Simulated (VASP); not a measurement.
# BaCaGe2 (P4/mmm) in VASP: single point with PBE

Aim: the single point of BaCaGe2 with PBE.

Program: VASP 6.6.1. These are calculated values, not measurements. Logs are shortened: lines on timing, memory, paths and dates and some standing lists are left out, and cuts for length are marked.

### Step 1. The cell of the first run

Symmetry: P4/mmm, No. 123, tetragonal system. Conventional cell: a = 4.028 Å, b = 4.028 Å, c = 7.041 Å, α = 90.00°, β = 90.00°, γ = 90.00°. Within 4.6 Å of Ba (site symmetry 4/mmm) lie 2 Ca at 3.52 Å and 8 Ge at 3.63 Å and 4 Ba at 4.03 Å. Ca (site symmetry 4/mmm) has 8 Ge at 3.12 Å and 2 Ba at 3.52 Å and 4 Ca at 4.03 Å within 4.1 Å. Ge (site symmetry 4mm) has 1 Ge at 2.55 Å and 4 Ca at 3.12 Å within 3.4 Å.

### Step 2. Single point, PBE

INCAR reads:

```
PREC = Accurate ; ENCUT = 520
EDIFF = 1E-6 ; ISMEAR = 0
SIGMA = 0.1 ; LREAL = False
LASPH = True ; NELM = 100
ALGO = Normal ; ISIF = 2
LWAVE = False ; LCHARG = False
GGA = PE ; NBANDS = 32
LUSENCCL = False
```

KPOINTS reads:

```
regular mesh
0
Gamma
  12 12 8
```

POSCAR reads:

```
BaCaGe2
1.0
    4.0276814653      0.0000000000      0.0000000000
    0.0000000000      4.0276814653      0.0000000000
    0.0000000000      0.0000000000      7.0407639117
Ba Ca Ge
1 1 2
Direct
    0.0000000000      0.0000000000      0.0000000000
    0.0000000000      0.0000000000      0.5000000000
    0.5000000000      0.5000000000      0.3192008246
    0.5000000000      0.5000000000      0.6807991754
```

Potentials or basis: VASP PAW PBE potentials, release 64 (Ba_sv, Ca_sv, Ge_d).

On the command line:

```
$ cat potpaw_PBE.64/Ba_sv/POTCAR potpaw_PBE.64/Ca_sv/POTCAR potpaw_PBE.64/Ge_d/POTCAR > POTCAR
$ mpirun -np 1 vasp_std > vasp.out
```

OUTCAR:

```text
PREC = Accurate
   ENCUT = 520
   EDIFF = 1E-6
   ISMEAR = 0
   LREAL = False
   LASPH = True
   NELM = 100
   ISIF = 2
   GGA = PE

 ion  position               nearest neighbor table
   1  0.000  0.000  0.000-   2 3.52   2 3.52   4 3.63   3 3.63   3 3.63   4 3.63   3 3.63   4 3.63
                             3 3.63   4 3.63
   2  0.000  0.000  0.500-   1 3.52   1 3.52
   3  0.500  0.500  0.319-   4 2.55   1 3.63   1 3.63   1 3.63   1 3.63
   4  0.500  0.500  0.681-   3 2.55   1 3.63   1 3.63   1 3.63   1 3.63

  LATTYP: Found a simple tetragonal cell.
 ALAT       =     4.0276814653
 C/A-ratio  =     1.7480935303

  Lattice vectors:

 A1 = (   4.0276814653,   0.0000000000,   0.0000000000)
 A2 = (   0.0000000000,   4.0276814653,   0.0000000000)
 A3 = (   0.0000000000,   0.0000000000,   7.0407639117)

Analysis of symmetry for initial positions (statically):
=====================================================================
 Subroutine PRICEL returns:
 Original cell was already a primitive cell.

 Routine SETGRP: Setting up the symmetry group for a
 simple tetragonal supercell.

 Subroutine GETGRP returns: Found 16 space group operations
 (whereof 16 operations were pure point group operations)
 out of a pool of 16 trial point group operations.

The static configuration has the point symmetry D_4h.

Analysis of symmetry for dynamics (positions and initial velocities):
=====================================================================
 Subroutine PRICEL returns:
 Original cell was already a primitive cell.

 Routine SETGRP: Setting up the symmetry group for a
 simple tetragonal supercell.

 Subroutine GETGRP returns: Found 16 space group operations
 (whereof 16 operations were pure point group operations)
 out of a pool of 16 trial point group operations.

The dynamic configuration has the point symmetry D_4h.

 Subroutine INISYM returns: Found 16 space group operations
 (whereof 16 operations are pure point group operations),
 and found     1 'primitive' translations

----------------------------------------------------------------------------------------

                                     Primitive cell

  volume of cell :     114.2168

  direct lattice vectors                    reciprocal lattice vectors
     4.027681465  0.000000000  0.000000000     0.248281799  0.000000000  0.000000000
     0.000000000  4.027681465  0.000000000     0.000000000  0.248281799  0.000000000
     0.000000000  0.000000000  7.040763912     0.000000000  0.000000000  0.142030043

  length of vectors
     4.027681465  4.027681465  7.040763912     0.248281799  0.248281799  0.142030043

  position of ions in fractional coordinates (direct lattice)
     0.000000000  0.000000000  0.000000000
     0.000000000  0.000000000  0.500000000
     0.500000000  0.500000000  0.319200825
     0.500000000  0.500000000  0.680799175

  ion indices of the primitive-cell ions
   primitive index   ion index
                 1           1
                 2           2
                 3           3
                 4           4

----------------------------------------------------------------------------------------

 KPOINTS: regular mesh

Automatic generation of k-mesh.
 Grid dimensions read from file:
 generate k-points for:   12   12    8

 Generating k-lattice:

  Cartesian coordinates                     Fractional coordinates (reciprocal lattice)
     0.020690150  0.000000000  0.000000000     0.083333333  0.000000000  0.000000000
     0.000000000  0.020690150  0.000000000     0.000000000  0.083333333  0.000000000
     0.000000000  0.000000000  0.017753755     0.000000000  0.000000000  0.125000000

  Length of vectors
     0.020690150  0.020690150  0.017753755

  Shift w.r.t. Gamma in fractional coordinates (k-lattice)
     0.000000000  0.000000000  0.000000000

 Subroutine IBZKPT returns following result:
 ===========================================

 Found    140 irreducible k-points:

 Following reciprocal coordinates:
            Coordinates               Weight
  0.000000  0.000000  0.000000      1.000000
  0.083333  0.000000  0.000000      4.000000
  0.166667  0.000000  0.000000      4.000000
  0.250000  0.000000  0.000000      4.000000
  0.333333  0.000000  0.000000      4.000000
  0.416667  0.000000  0.000000      4.000000
[... 16 lines left out ...]
  0.333333  0.333333  0.000000      4.000000
  0.416667  0.333333  0.000000      8.000000
 [... further k-points ...]
   k-points           NKPTS =    140   k-points in BZ     NKDIM =    140   number of bands    NBANDS=     32
   number of dos      NEDOS =    301   number of ions     NIONS =      4
   total plane-waves  NPLWV =  48600
   dimension x,y,z NGX =    30 NGY =   30 NGZ =   54
   dimension x,y,z NGXF=    60 NGYF=   60 NGZF=  108
   ions per type =               1   1   2
   NGX,Y,Z   is equivalent  to a cutoff of  12.38, 12.38, 12.75 a.u.
   NGXF,Y,Z  is equivalent  to a cutoff of  24.77, 24.77, 25.50 a.u.
 SYSTEM =  unknown system
   PREC   = accura    normal or accurate (medium, high low for compatibility)
   ISTART =      0    job   : 0-new  1-cont  2-samecut
   ICHARG =      2    charge: 1-file 2-atom 10-const
   ISPIN  =      1    spin polarized calculation?
   LNONCOLLINEAR =      F non collinear calculations
   LSORBIT =      F    spin-orbit coupling
   LASPH  =      T    aspherical Exc in radial PAW
   ENCUT  =  520.0 eV  38.22 Ry    6.18 a.u.   7.49  7.49 13.09*2*pi/ulx,y,z
   NELM   =    100;   NELMIN=  2; NELMDL= -5     # of ELM steps
   EDIFF  = 0.1E-05   stopping-criterion for ELM
   LREAL  =      F    real-space projection
   EDIFFG = 0.1E-04   stopping-criterion for IOM
   NSW    =      0    number of steps for IOM
   IBRION =     -1    ionic relax: 0-MD 1-quasi-New 2-CG
   NFREE  =      0    steps in history (QN), initial steepest desc. (CG)
   ISIF   =      2    stress and relaxation
   ISYM   =      2    0-nonsym 1-usesym 2-fastsym
   POTIM  = 0.5000    time-step for ionic-motion
   TEBEG  =    0.0;   TEEND  =   0.0 temperature during run
   PSTRESS=    0.0 pullay stress
   NELECT =      48.0000    total number of electrons
   NUPDOWN=      -1.0000    fix difference up-down
   EMIN   =  10.00;   EMAX   =-10.00  energy-range for DOS
   EFERMI =   0.00;   METHOD = LEGACY
   ISMEAR =     0;   SIGMA  =   0.10  broadening in eV -4-tet -1-fermi 0-gaus
   EFERMI_NEDOS =   21; number of points for ismear=-14 and -15
   IALGO  =     38    algorithm
   IMIX   =      4    mixing-type and parameters
     AMIX     =   0.40;   BMIX     =  1.00
     AMIX_MAG =   1.60;   BMIX_MAG =  1.00
  volume/ion in A,a.u.               =      28.55       192.69
  Fermi-wavevector in a.u.,A,eV,Ry     =   1.226249  2.317274 20.458889  1.503686
  Thomas-Fermi vector in A             =   2.361257
   LORBIT       =      0    0 simple, 1 ext, 2 COOP (PROOUT), +10 PAW based schemes
   GGA     = PE    functional components
   LHFCALC =     F    Hartree Fock is set to
   AEXX    =    0.0000 exact exchange contribution
   IVDW    =     0    specifies the selected vdW correction
   LEPSILON=     F    determine dielectric tensor
   LRPA    =     F    only Hartree local field effects (RPA)
 non-spin polarized calculation
 Gauss-broadening in eV      SIGMA  =   0.10
  energy-cutoff  :      520.00
  volume of cell :      114.22
 maximum number of plane-waves:      3122
 NGX is ok and might be reduce to    30
   NGX = 15   NGY = 15   NGZ = 27

 number of electron      47.9999928 magnetization

 Free energy of the ion-electron system (eV)
  ---------------------------------------------------
  ext. energy  EPLUGINS =         0.00000000
  ---------------------------------------------------
  free energy    TOTEN  =       -14.84248873 eV

  energy without entropy =      -14.83391358  energy(sigma->0) =      -14.83820116

 E-fermi :   3.7523     XC(G=0):  -9.4488

 val. band max:        3.7371732747   @ k =   0.1667   0.0833   0.5000
 cond. band min:       3.7544539550   @ k =   0.3333   0.0000   0.5000
 fundamental gap:      0.0172806803
 Fermi energy:         3.7522773822

 k-point     1 :       0.0000    0.0000    0.0000
  band No.  band energies     occupation
      1     -36.8527      2.00000
      2     -24.6720      2.00000
      3     -20.1319      2.00000
      4     -20.0682      2.00000
      5     -20.0682      2.00000
      6     -20.0361      2.00000
[... 24 lines left out ...]
     31       8.0462      0.00000
     32       8.9692      0.00000

 k-point     2 :       0.0833    0.0000    0.0000
  band No.  band energies     occupation
      1     -36.8524      2.00000
      2     -24.6687      2.00000
      3     -20.1319      2.00000
      4     -20.0681      2.00000
      5     -20.0680      2.00000
      6     -20.0365      2.00000
[... 24 lines left out ...]
     31       8.0418      0.00000
     32       8.7178      0.00000

 k-point     3 :       0.1667    0.0000    0.0000
  band No.  band energies     occupation
      1     -36.8518      2.00000
      2     -24.6599      2.00000
      3     -20.1317      2.00000
      4     -20.0680      2.00000
      5     -20.0677      2.00000
      6     -20.0376      2.00000
[... 24 lines left out ...]
     31       8.3537      0.00000
     32       8.3922      0.00000

 k-point     4 :       0.2500    0.0000    0.0000
  band No.  band energies     occupation
      1     -36.8508      2.00000
      2     -24.6477      2.00000
      3     -20.1315      2.00000
      4     -20.0677      2.00000
      5     -20.0671      2.00000
      6     -20.0393      2.00000
[... 654 lines left out ...]
     31       8.4551      0.00000
     32       8.8471      0.00000

 k-point    23 :       0.3333    0.3333    0.0000
  band No.  band energies     occupation
      1     -36.8473      2.00000
      2     -24.6000      2.00000
      3     -20.1304      2.00000
      4     -20.0708      2.00000
      5     -20.0684      2.00000
      6     -20.0395      2.00000
[... 24 lines left out ...]
     31       8.0987      0.00000
     32       8.1799      0.00000

 k-point    24 :       0.4167    0.3333    0.0000
  band No.  band energies     occupation
      1     -36.8466      2.00000
      2     -24.5912      2.00000
      3     -20.1302      2.00000
      4     -20.0709      2.00000
      5     -20.0695      2.00000
      6     -20.0391      2.00000
[... 24 lines left out ...]
     31       8.2299      0.00000
     32       8.5612      0.00000

 [... further k-points ...]

------------------------ aborting loop because EDIFF is reached ----------------------------------------

  FORCE on cell =-STRESS in cart. coord.  units (eV):
  Direction    XX          YY          ZZ          XY          YZ          ZX
  --------------------------------------------------------------------------------------
  -------------------------------------------------------------------------------------
  Total        0.2464372      0.2464372      0.2043654      0.0000000      0.0000000      0.0000000
  in kB        3.4568999      3.4568999      2.8667374      0.0000000      0.0000000      0.0000000
  external PRESSURE =       3.2601790 kB  Pullay stress =       0.0000000 kB

 VOLUME and BASIS-vectors are now :
 -----------------------------------------------------------------------------
  energy-cutoff  :      520.00
  volume of cell :      114.22
      direct lattice vectors                 reciprocal lattice vectors
     4.027681465  0.000000000  0.000000000     0.248281799  0.000000000  0.000000000
     0.000000000  4.027681465  0.000000000     0.000000000  0.248281799  0.000000000
     0.000000000  0.000000000  7.040763912     0.000000000  0.000000000  0.142030043

 POSITION                                       TOTAL-FORCE (eV/Angst)
 -----------------------------------------------------------------------------------
      0.00000      0.00000      0.00000         0.000000     -0.000000      0.000000
      0.00000      0.00000      3.52038         0.000000     -0.000000      0.000000
      2.01384      2.01384      2.24742         0.000000      0.000000      0.022660
      2.01384      2.01384      4.79335        -0.000000     -0.000000     -0.022660
 -----------------------------------------------------------------------------------
    total drift:                                0.000000      0.000000      0.000000

  FREE ENERGIE OF THE ION-ELECTRON SYSTEM (eV)
  ---------------------------------------------------
  free  energy   TOTEN  =       -14.8424887302 eV

  energy  without entropy=      -14.8339135823  energy(sigma->0) =      -14.83820116
```

Run time: 7.5 min. Hardware: 1 × NVIDIA H100 80GB with 1 thread of AMD EPYC 7R13 (Zen 3), shared host; peak memory 1.6 GiB.

Results:

| Quantity | Value |
| --- | --- |
| Free energy | -14.8425 eV |
| Pressure | 0.3 GPa |
| Largest force | 0.023 eV/Å |
| Band gap on the k mesh | zero (bands 24 and 25 overlap by 2.34 eV) |

Forces in eV/Å, atoms in the order of the input:
```
Ba   0.000  0.000  0.000
Ca   0.000  0.000  0.000
Ge   0.000  0.000  0.023
Ge   0.000  0.000 -0.023
```

Caveat: spin-orbit coupling is left out, which moves the levels of the heavy elements.
